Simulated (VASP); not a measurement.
Set up this calculation in VASP 6.6.1, as the native input.

```
Task                   : single point
Functional             : PBE
Potentials or basis    : VASP PAW PBE potentials, release 64 (Ba_sv, Zr_sv, O)
Cutoff                 : 520 eV
k mesh                 : 6 × 6 × 6
Occupations            : gaussian, width 0.05 eV
Spin                   : no spin polarisation
Dipole correction      : no
Further INCAR settings : ALGO = Normal; EDIFF = 1e-06; NBANDS = 28
```

The structure of BaZrO3 lies in POSCAR:

```
BaZrO3
1.0
    4.1815000000      0.0000000000      0.0000000000
    0.0000000000      4.1815000000      0.0000000000
    0.0000000000      0.0000000000      4.1815000000
Ba Zr O
1 1 3
Direct
    0.5000000000      0.4556103001      0.4556103001
    0.0000000000      0.0000000000      0.0000000000
    0.5000000000      0.0000000000      0.0000000000
    0.0000000000      0.5000000000      0.0000000000
    0.0000000000      0.0000000000      0.5000000000
```

This cell differs from its parent crystal: all Ba atoms moved +0.263 Å, as atom 1 towards its neighbour atom 3 (O) at 2.957 Å.

These files were run (other wordings do the same):

INCAR

```
SYSTEM = BaZrO3
ALGO = Normal
EDIFF = 1E-6
ENCUT = 520
GGA = PE
ISIF = 2
ISMEAR = 0
LASPH = .True.
LCHARG = .True.
LELF = .True.
LREAL = .False.
LVHAR = .True.
LWAVE = .False.
NBANDS = 28
NELM = 100
PREC = Accurate
SIGMA = 0.05
```

KPOINTS

```
k-points
0
Gamma
  6 6 6
  0 0 0
```

Potentials or basis: VASP PAW PBE potentials, release 64 (Ba_sv, Zr_sv, O).

The run is started by

```sh
$ cat potpaw_PBE.64/Ba_sv/POTCAR potpaw_PBE.64/Zr_sv/POTCAR potpaw_PBE.64/O/POTCAR > POTCAR
$ mpirun -np 1 vasp_std > vasp.out
```

It gave:

```yaml
Pressure: 7.7 GPa
Largest_force: 1.232 eV/Å
Band_gap_on_the_k_mesh: 3.15 eV (least direct gap 3.36 eV)
```

Caveat: the cell differs from its parent crystal (all Ba atoms moved +0.263 Å, as atom 1 towards its neighbour atom 3 (O) at 2.957 Å); the cell stands under pressure; spin-orbit coupling is left out, which moves the levels of the heavy elements; forces of over 1 eV/Å act on the atoms, so gaps and moduli don't describe the material at rest.

It took 57 s on 1 thread of AMD EPYC 9R45 96-Core Processor (Zen 5), on a shared host, peak memory 0.21 GiB.
